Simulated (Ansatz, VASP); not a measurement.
# K2Ta: VASP beside Ansatz

```xyz
6
Lattice="3.8873 0.0000 0.0000 0.0000 3.8873 0.0000 0.0000 0.0000 15.1914" Properties=species:S:1:pos:R:3 pbc="T T T"
K     0.0000    0.0000    0.0000
K     1.9437    1.9437    0.0000
K     0.0000    1.9437    4.3749
K     1.9437    0.0000   10.8165
Ta    0.0000    1.9437    7.9718
Ta    1.9437    0.0000    7.2196
```

Alike in both runs: functional PBE; k mesh 4 × 4 × 4; occupations gaussian, width 0.1 eV; no spin polarisation.

Ansatz relaxed the structure, and its values are those at the end. VASP's run is a single point on that final structure, the one shown.

|  | VASP | Ansatz |
| --- | --- | --- |
| version | VASP 6.6.1 | Ansatz 0.2.0 |
| potentials or method | VASP PAW PBE potentials, release 64 (K_sv, Ta_pv), cutoff 520 eV | scalar-relativistic, plane waves, PAW |
| valence electrons in the cell | 58 | 62 |

Ansatz gave:

| Item | Value |
| --- | --- |
| gap on the k mesh at the Fermi level (eV) | none |
| pressure (GPa) | 0.0 |
| rms of the force components (eV/Å) | 0.009 |

**Question.** What did VASP give for the same quantities?

**Answer.** gap on the k mesh at the Fermi level (eV): none; pressure (GPa): 0.1; rms of the force components (eV/Å): 0.011.

A gap of «none» marks a metal or a gap that the smearing closes. VASP's potentials hold 58 valence electrons a cell and Ansatz's 62, so a difference there can come from the potentials and not from the codes.

The k mesh is coarse, so the values compare programs but aren't converged. Neither program's run includes spin-orbit coupling.
